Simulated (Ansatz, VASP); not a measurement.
## TiSi2 in VASP and in Ansatz

```
CELL_PARAMETERS angstrom
1.85662 -6.68342 0.00000
1.85662 6.68342 0.00000
0.00000 0.00000 3.74644
ATOMIC_POSITIONS crystal
Ti 0.89681 0.10319 0.75000
Ti 0.10319 0.89681 0.25000
Si 0.55914 0.44086 0.75000
Si 0.44086 0.55914 0.25000
Si 0.24983 0.75017 0.75000
Si 0.75017 0.24983 0.25000
```

Change from the starting cell: volume 15.496 Å^3 an atom, stretch along b over the lengths across it, relative to the relaxed cell 0.9416.

Alike in both runs: task single point; functional PBE; k mesh 12 × 12 × 12; occupations gaussian, width 0.15 eV; no spin polarisation.

```csv
,VASP,Ansatz
version,VASP 6.6.1,Ansatz 0.2.0
potentials or method,"VASP PAW PBE potentials, release 64 (Ti_sv, Si), cutoff 520 eV","scalar-relativistic, plane waves, PAW"
valence electrons in the cell,40,40
```

|  | VASP | Ansatz | Ansatz less VASP |
| --- | --- | --- | --- |
| gap on the k mesh at the Fermi level (eV) | none | none | - |
| pressure (GPa) | -9.4 | -9.4 | -0.02 |
| traceless stress, the component that is largest in VASP (GPa) | 7.88 | 7.87 | -0.001 |
| rms of the force components (eV/Å) | 0.067 | 0.067 | +0.0003 |

Atom by atom the forces differ by 0.002 eV/Å (rms over components). A gap of «none» marks a metal or a gap that the smearing closes.
